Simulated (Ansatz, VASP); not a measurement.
This is a calculation of HfO2 for Ansatz 0.2.0.

input.yaml

```yaml
crystal:
  lattice:
    - [5.2881483861, 0.0, 0.0]
    - [0.0, 5.0706233964, 0.0]
    - [0.0, 0.0, 5.0989121849]
  atoms:
    - { symbol: Hf, position: [0.966994, 0.73252082, 0.74144035] }
    - { symbol: Hf, position: [0.533006, 0.73252082, 0.24144035] }
    - { symbol: Hf, position: [0.466994, 0.26747918, 0.74144035] }
    - { symbol: Hf, position: [0.033006, 0.26747918, 0.24144035] }
    - { symbol: O, position: [0.63212745, 0.9286454, 0.87926726] }
    - { symbol: O, position: [0.86787255, 0.9286454, 0.37926726] }
    - { symbol: O, position: [0.23394852, 0.53988305, 0.49229239] }
    - { symbol: O, position: [0.26605148, 0.53988305, 0.99229239] }
    - { symbol: O, position: [0.76605148, 0.46011695, 0.99229239] }
    - { symbol: O, position: [0.73394852, 0.46011695, 0.49229239] }
    - { symbol: O, position: [0.13212745, 0.0713546, 0.87926726] }
    - { symbol: O, position: [0.36787255, 0.0713546, 0.37926726] }
hamiltonian:
  xc: blyp
  pseudopotentials: { kind: paw }
  dispersion: d3bj
kpoints:
  mp_grid: { grid: [5, 6, 5] }
scf:
  occupations: { method: fermi_dirac, width: 0.05 }
output:
  forces: true
  stress: true
  eigenvalues: true
```

Potentials or basis: Ansatz PAW.

The run is started by

```console
$ ansatz run input.yaml --threads 2 --pin off --max-ram 5120MiB --backend cpu --events-out ev --progress --plain --runs-dir out
```

Problem. Translate it to VASP 6.6.1. Potentials there: VASP PAW PBE potentials, release 64 (Hf_pv, O).

Solution. As run (the cutoff follows the program's own potentials):

Contents of INCAR:

```
SYSTEM = HfO2
AGGAC = 1.0
AGGAX = 1.0
ALDAC = 0.0
ALDAX = 1.0
ALGO = Normal
EDIFF = 1E-6
ENCUT = 520
GGA = B5
ISIF = 2
ISMEAR = -1
IVDW = 12
LASPH = .True.
LCHARG = .True.
LELF = .True.
LREAL = .False.
LVHAR = .True.
LWAVE = .False.
NBANDS = 56
NELM = 100
PREC = Accurate
SIGMA = 0.05
VDW_A1 = 0.4298
VDW_A2 = 4.2359
VDW_S6 = 1.0
VDW_S8 = 2.6996
```

The input KPOINTS:

```
k-points
0
Gamma
  5 6 5
  0 0 0
```

Contents of POSCAR:

```
HfO2
1.0
    5.2881483861      0.0000000000      0.0000000000
    0.0000000000      5.0706233964      0.0000000000
    0.0000000000      0.0000000000      5.0989121849
Hf O
4 8
Direct
    0.9669940000      0.7325208200      0.7414403500
    0.5330060000      0.7325208200      0.2414403500
    0.4669940000      0.2674791800      0.7414403500
    0.0330060000      0.2674791800      0.2414403500
    0.6321274500      0.9286454000      0.8792672600
    0.8678725500      0.9286454000      0.3792672600
    0.2339485200      0.5398830500      0.4922923900
    0.2660514800      0.5398830500      0.9922923900
    0.7660514800      0.4601169500      0.9922923900
    0.7339485200      0.4601169500      0.4922923900
    0.1321274500      0.0713546000      0.8792672600
    0.3678725500      0.0713546000      0.3792672600
```

Potentials or basis: VASP PAW PBE potentials, release 64 (Hf_pv, O).

Launch:

```bash
$ cat potpaw_PBE.64/Hf_pv/POTCAR potpaw_PBE.64/O/POTCAR > POTCAR
$ mpirun -np 1 vasp_std > vasp.out
```

Both were run:

|  | VASP | Ansatz | Ansatz less VASP |
| --- | --- | --- | --- |
| gap on the k mesh at the Fermi level (eV) | 4.33 | 4.38 | +0.044 |
| least direct gap on the mesh (eV) | 4.52 | 4.56 | +0.040 |
| pressure (GPa) | -4.3 | -1.9 | +2.47 |
| traceless stress, the component that is largest in VASP (GPa) | -0.27 | -0.28 | -0.009 |
| rms of the force components (eV/Å) | 0.054 | 0.054 | -0.0002 |

VASP's potentials were made for PBE, not for BLYP. Atom by atom the forces differ by 0.021 eV/Å (rms over components). VASP's potentials hold 88 valence electrons a cell and Ansatz's 152, so a difference there can come from the potentials and not from the codes.

Neither program's run includes spin-orbit coupling. Noted on Ansatz's run: odd divisions of the mesh miss points on the zone boundary, where band edges often lie, so the gap on the mesh can be too wide.
